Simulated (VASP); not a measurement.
Input of a VASP 6.6.1 run:

File POSCAR:

```
BeSe
1.0
    0.0000000000      2.5810355899      2.5810355899
    2.5810355899      0.0000000000      2.5810355899
    2.5810355899      2.5810355899      0.0000000000
Be Se
1 1
Direct
    0.0000000000      0.0000000000      0.0000000000
    0.2500000000      0.2500000000      0.2500000000
```

Contents of INCAR.step1:

```
ALGO = Normal
EDIFF = 1E-8
ENCUT = 500
GGA = CA
ISMEAR = 0
LASPH = T
LCHARG = F
LREAL = F
LWAVE = T
NELM = 60
PREC = Accurate
SIGMA = 0.01
```

Contents of INCAR.step2:

```
ALGO = Exact
EDIFF = 1E-8
ENCUT = 500
GGA = CA
ISMEAR = 0
ISTART = 1
LASPH = T
LCHARG = F
LOPTICS = T
LREAL = F
LWAVE = T
NBANDS = 64
NELM = 1
PREC = Accurate
SIGMA = 0.01
```

The input INCAR.step3:

```
ALGO = EVGW0
EDIFF = 1E-8
ENCUT = 500
ENCUTGW = 80.0
GGA = CA
ISMEAR = 0
ISTART = 1
LASPH = T
LCHARG = F
LREAL = F
LWAVE = F
NBANDS = 64
NBANDSGW = 12
NELMGW = 1
NOMEGA = 48
PREC = Accurate
PRECFOCK = Fast
SIGMA = 0.01
```

KPOINTS

```
k-points
0
Gamma
  4 4 4
```

Potentials or basis: VASP PAW LDA potentials, release 64 (Be_GW, Se_GW).

Command:

```console
$ cat potpaw_LDA.64/Be_GW/POTCAR potpaw_LDA.64/Se_GW/POTCAR > POTCAR
$ cp INCAR.step1 INCAR
$ mpirun -np 1 vasp_std > vasp.out
$ cp INCAR.step2 INCAR
$ mpirun -np 1 vasp_std > vasp.out
$ cp INCAR.step3 INCAR
$ mpirun -np 1 vasp_std > vasp.out
```

What does it give for the quasiparticle gap?

3.44 eV.

Estimate the least direct quasiparticle gap.

5.41 eV.

What does it give for the band gap on the k mesh, mean-field level?

2.47 eV, indirect (least direct gap 4.09 eV).

Caveat: the k points lie up to 0.53 Å⁻¹ apart; bands, screening cutoff and mesh are small and nothing is extrapolated, so the quasiparticle values aren't converged. A k mesh can miss the band edges.
